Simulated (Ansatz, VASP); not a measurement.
# SnO2: VASP beside Ansatz

```
Sn O
1.0
     4.76051    0.00000    0.00000
     0.00000    4.76070    0.00000
     0.00000    0.00000    3.20005
Sn O
2 4
Direct
  0.50000 0.50000 0.50000
  0.00000 0.00000 0.00000
  0.30583 0.30592 0.00000
  0.80583 0.19408 0.50000
  0.19417 0.80592 0.50000
  0.69417 0.69408 0.00000
```

Alike in both runs: task single point; functional r2SCAN; k mesh 4 × 4 × 6; occupations methfessel-paxton of order 1, width 0.2 eV; no spin polarisation.

|  | VASP | Ansatz |
| --- | --- | --- |
| version | VASP 6.6.1 | Ansatz 0.2.0 |
| potentials or method | VASP PAW PBE potentials, release 64 (Sn_d, O) | plane waves |
| plane-wave cutoff (eV) | 520 | 500 |
| valence electrons in the cell | 52 | 52 |

```tsv
	VASP	Ansatz	Ansatz less VASP
pressure (GPa)	1.1	0.0	-1.10
traceless stress, the component that is largest in VASP (GPa)	0.39	0.05	-0.341
rms of the force components (eV/Å)	0.011	0.002	-0.0092
```

VASP's potentials were made for PBE, not for r2SCAN. Atom by atom the forces differ by 0.013 eV/Å (rms over components).
